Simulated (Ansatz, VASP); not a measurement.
One calculation of Te, two programs

INCAR

```
  PREC = Accurate
  ENCUT = 600
  EDIFF = 1E-6
  ISMEAR = -1
  SIGMA = 0.05
  LREAL = F
  LASPH = T
  NELM = 100
  ALGO = Normal
  ISIF = 3
  LWAVE = F
  LCHARG = F
  GGA = PE
  IBRION = 2
  NSW = 45
  EDIFFG = -0.005
```

The input KPOINTS:

```
regular mesh
0
Gamma
  11 11 11
```

POSCAR

```
Te
1.0
    0.0000000000      3.5924843156      3.5924843156
    3.5924843156      0.0000000000      3.5924843156
    3.5924843156      3.5924843156      0.0000000000
Te
2
Direct
   -0.1250000000     -0.1250000000     -0.1250000000
    0.1250000000      0.1250000000      0.1250000000
```

Input for Ansatz:

```yaml
crystal:
  lattice:
    - [0.0, 3.5924843156, 3.5924843156]
    - [3.5924843156, 0.0, 3.5924843156]
    - [3.5924843156, 3.5924843156, 0.0]
  atoms:
    - { symbol: Te, position: [-0.125, -0.125, -0.125] }
    - { symbol: Te, position: [0.125, 0.125, 0.125] }
kpoints:
  mp_grid: { grid: [11, 11, 11] }
scf:
  occupations: { method: fermi_dirac, width: 0.05 }
hamiltonian:
  xc: pbe
  pseudopotentials: { kind: all_electron, lapw: { basis_error: 0.0005 } }
output:
  forces: true
  stress: true
  eigenvalues: true
  populations: true
relax:
  f_tol: 0.005
  max_steps: 25
  cell: {}
```

Alike in both runs: task relaxation of cell and atoms; functional PBE; k mesh 11 × 11 × 11; occupations fermi-dirac, width 0.05 eV; no spin polarisation.

```csv
,VASP,Ansatz
version,VASP 6.6.1,Ansatz 0.2.0
potentials or method,"VASP PAW PBE potentials, release 64 (Te), cutoff 600 eV","all-electron LAPW, scalar-relativistic"
```

```tsv
	VASP	Ansatz	Ansatz less VASP
relaxed volume (Å³/atom)	46.32	46.36	+0.040
relaxed cell length with the largest relative difference (Å)	5.079	5.081	+0.0015
```

Ansatz ran all-electron here, and VASP with PAW potentials.

Neither program's run includes spin-orbit coupling.
